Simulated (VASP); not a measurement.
TaN, 4 atoms in the cell. It takes space group P6_3/mmc (No. 194, hexagonal). The conventional cell has a = 3.048 Å, b = 3.048 Å, c = 4.918 Å, α = 90.00°, β = 90.00°, γ = 120.00°. Ta (site symmetry -3m) has 6 N at 2.15 Å and 2 Ta at 2.46 Å within 2.8 Å. N (site symmetry -6m2) has 6 Ta at 2.15 Å within 2.8 Å. 

```yaml
Program: VASP 6.6.1
Task: single point
Functional: r2SCAN
Potentials_or_basis: VASP PAW PBE potentials, release 64 (Ta_pv, N)
Cutoff: 520 eV
k_mesh: 7 × 7 × 4
Occupations: gaussian, width 0.05 eV
Spin: collinear spin
Starting_moments: "[0.2, -0.29, -0.02, -0.02] μB"
Hubbard_terms: Ta d U = 4.0 eV
Dipole_correction: no
Further_INCAR_settings: ALGO = Normal; EDIFF = 1e-06; NBANDS = 28
```

Potentials or basis: VASP PAW PBE potentials, release 64 (Ta_pv, N).

Run with:

```bash
$ cat potpaw_PBE.64/Ta_pv/POTCAR potpaw_PBE.64/N/POTCAR > POTCAR
$ cp INCAR.step1 INCAR
$ mpirun -np 1 vasp_std > vasp.out
$ cp INCAR.step2 INCAR
$ mpirun -np 1 vasp_std > vasp.out
```

Hardware: 1 thread of AMD EPYC 9R45 96-Core Processor (Zen 5) (shared host).

Task: How long does it take, and how much memory?

Result: Wall time 2.7 min on 1 thread of AMD EPYC 9R45 96-Core Processor (Zen 5), with other jobs on the host, peak memory 0.19 GiB. Counts: k points 28.
